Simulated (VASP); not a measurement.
Wanted: the native input for a VASP 6.6.1 run.

| Quantity | Value |
| --- | --- |
| Task | single point |
| Functional | PBE |
| Potentials or basis | VASP PAW PBE potentials, release 64 (Si) |
| Cutoff | 520 eV |
| k mesh | 18 × 18 × 18 |
| Occupations | fermi-dirac, width 0.1 eV |
| Spin | no spin polarisation |
| Dipole correction | no |
| Further INCAR settings | ALGO = Normal; EDIFF = 1e-06; NBANDS = 11 |

The structure of Si lies in POSCAR:

```
Si
1.0
   -1.8409060598      1.8409060598      0.9742955539
    1.8409060598     -1.8409060598      0.9742955539
    1.8409060598      1.8409060598     -0.9742955539
Si
2
Direct
   -0.3750000000     -0.1250000000     -0.2500000000
    0.3750000000      0.1250000000      0.2500000000
```

One way to write it, as run:

INCAR

```
PREC     = Accurate       # precision mode
ENCUT    = 520            # plane-wave cutoff, eV
EDIFF    = 1E-6           # SCF threshold, eV
ISMEAR   = -1             # smearing method
SIGMA    = 0.1            # smearing width, eV
LREAL    = False          # projectors in reciprocal space
LASPH    = True           # aspherical terms in the spheres
NELM     = 60             # most SCF steps
ALGO     = Normal         # electronic algorithm
ISIF     = 2              # what is computed and relaxed
LWAVE    = False          # write WAVECAR
LCHARG   = False          # write CHGCAR
GGA      = PE             # functional
NBANDS   = 11             # bands
```

KPOINTS

```
Automatic mesh
0
Gamma
  18 18 18
```

Potentials or basis: VASP PAW PBE potentials, release 64 (Si).

The run is started by

```bash
$ cat potpaw_PBE.64/Si/POTCAR > POTCAR
$ mpirun -np 1 vasp_std > vasp.out
```

Results of the run:

| Property | Result |
| --- | --- |
| Pressure | 492.5 GPa |
| Band gap on the k mesh | zero (bands 4 and 5 overlap by 8.38 eV) |

Caveat: the cell stands under pressure.

It took 23 s on 1 thread of Intel(R) Xeon(R) 6975P-C (Granite Rapids), with other jobs on the host, peak memory 0.17 GiB.
